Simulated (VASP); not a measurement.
MoS2, 3 atoms in the cell. It takes space group P-3m1 (No. 164, trigonal). Conventional cell: a = 3.227 Å, b = 3.227 Å, c = 6.312 Å, α = 90.00°, β = 90.00°, γ = 120.00°. Within 3.3 Å of Mo (site symmetry -3m) lie 6 S at 2.42 Å and 6 Mo at 3.23 Å. S (site symmetry 3m) has 3 Mo at 2.42 Å and 6 S at 3.23 Å within 3.3 Å. 

- Program: VASP 6.6.1
- Task: vibrations by perturbation theory
- Functional: PBEsol
- Potentials or basis: VASP PAW PBE potentials, release 64 (Mo_sv, S)
- Cutoff: 520 eV
- k mesh: 12 × 12 × 6
- Occupations: fermi-dirac, width 0.15 eV
- Spin: no spin polarisation
- Dipole correction: no
- Further INCAR settings: ALGO = Normal; EDIFF = 1e-08; NBANDS = 20; IBRION = 8; NSW = 1

Potentials or basis: VASP PAW PBE potentials, release 64 (Mo_sv, S).

Run with:

```console
$ cat potpaw_PBE.64/Mo_sv/POTCAR potpaw_PBE.64/S/POTCAR > POTCAR
$ mpirun -np 1 vasp_std > vasp.out
```

Hardware: 1 thread of Intel(R) Xeon(R) 6975P-C (Granite Rapids), on a shared host.

How long does it take, and how much memory?

Run time: 9.9 min on 1 thread of Intel(R) Xeon(R) 6975P-C (Granite Rapids) (shared host), peak memory 0.97 GiB. Counts: scf iterations 88, k points 100.
